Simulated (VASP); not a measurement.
Wanted: the native input for a VASP 6.6.1 run.

* Task: single point
* Functional: PBE
* Potentials or basis: VASP PAW PBE potentials, release 64 (Ge_d)
* Cutoff: 520 eV
* k mesh: 15 × 15 × 4
* Occupations: gaussian, width 0.15 eV
* Spin: no spin polarisation
* Dipole correction: no
* Further INCAR settings: ALGO = Normal; EDIFF = 1e-07; NBANDS = 66

The structure of Ge lies in POSCAR:

```
Ge
1.0
    4.0130515014      0.0000000000      0.0000000000
   -2.0065257507      3.4754045469      0.0000000000
    0.0000000000      0.0000000000     13.6897225868
Ge
8
Direct
    0.0000000000      0.0000000000      0.4180222316
    0.0000000000      0.0000000000      0.5819777684
    0.0000000000      0.0000000000      0.9180222316
    0.0000000000      0.0000000000      0.0819777684
    0.3333333333      0.6666666667      0.3442031336
    0.6666666667      0.3333333333      0.6557968664
    0.6666666667      0.3333333333      0.8442031336
    0.3333333333      0.6666666667      0.1557968664
```

This isn't the form of Ge at room conditions, which is diamond.

This cell differs from its parent crystal: atoms shifted along a free coordinate, c/a of the conventional cell at fixed volume 3.4113.

These files were run (other wordings do the same):

INCAR

```
SYSTEM = Ge
PREC = Accurate
ENCUT = 520
EDIFF = 1E-7
ISMEAR = 0
SIGMA = 0.15
LREAL = .FALSE.
LASPH = .TRUE.
NELM = 80
ALGO = Normal
ISIF = 2
LWAVE = .FALSE.
LCHARG = .TRUE.
GGA = PE
LELF = .TRUE.
LVHAR = .TRUE.
NBANDS = 66
```

KPOINTS

```
regular mesh
0
G
  15 15 4
  0 0 0
```

Potentials or basis: VASP PAW PBE potentials, release 64 (Ge_d).

Run with:

```console
$ cat potpaw_PBE.64/Ge_d/POTCAR > POTCAR
$ mpirun -np 1 vasp_std > vasp.out
```

It gave:

* Pressure: 1.2 GPa
* Largest force: 3.066 eV/Å
* Band gap on the k mesh: zero (bands 56 and 57 overlap by 0.88 eV)

Caveat: forces of over 1 eV/Å act on the atoms, so gaps and moduli don't describe the material at rest.

It took 16 min on 1 thread of AMD EPYC 7R13 Processor (Zen 3) (shared host), peak memory 0.72 GiB.
